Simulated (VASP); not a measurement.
A run of VASP 6.6.1:

INCAR

```
SYSTEM = LaFeSiO
ALGO = Normal
EDIFF = 1E-6
ENCUT = 520
GGA = PE
ISIF = 2
ISMEAR = 0
LASPH = .True.
LCHARG = .False.
LREAL = .False.
LWAVE = .False.
NBANDS = 39
NELM = 100
PREC = Accurate
SIGMA = 0.05
```

The input KPOINTS:

```
k-points
0
Gamma
  8 8 4
  0 0 0
```

The input POSCAR:

```
LaFeSiO
1.0
    4.1348617629      0.0000000000      0.0000000000
    0.0000000000      4.1348617629      0.0000000000
    0.0000000000      0.0000000000      8.2350558387
La Fe Si O
2 2 2 2
Direct
    0.5000000000      0.0000000000      0.1479899410
    0.0000000000      0.5000000000      0.8520100590
    0.0000000000      0.0000000000      0.5000000000
    0.5000000000      0.5000000000      0.5000000000
    0.5000000000      0.0000000000      0.6058622476
    0.0000000000      0.5000000000      0.3941377524
    0.0000000000      0.0000000000      0.0000000000
    0.5000000000      0.5000000000      0.0000000000
```

Potentials or basis: VASP PAW PBE potentials, release 64 (La, Fe, Si, O).

Command:

```sh
$ cat potpaw_PBE.64/La/POTCAR potpaw_PBE.64/Fe/POTCAR potpaw_PBE.64/Si/POTCAR potpaw_PBE.64/O/POTCAR > POTCAR
$ mpirun -np 1 vasp_std > vasp.out
```

Hardware: 1 thread of Intel Xeon 8259CL (shared host).

Problem. How long does it take, and how much memory?

Solution. Run time: 11 min on 1 thread of Intel Xeon 8259CL, on a shared host, peak memory 0.43 GiB. Counts: scf iterations 18, k points 45.
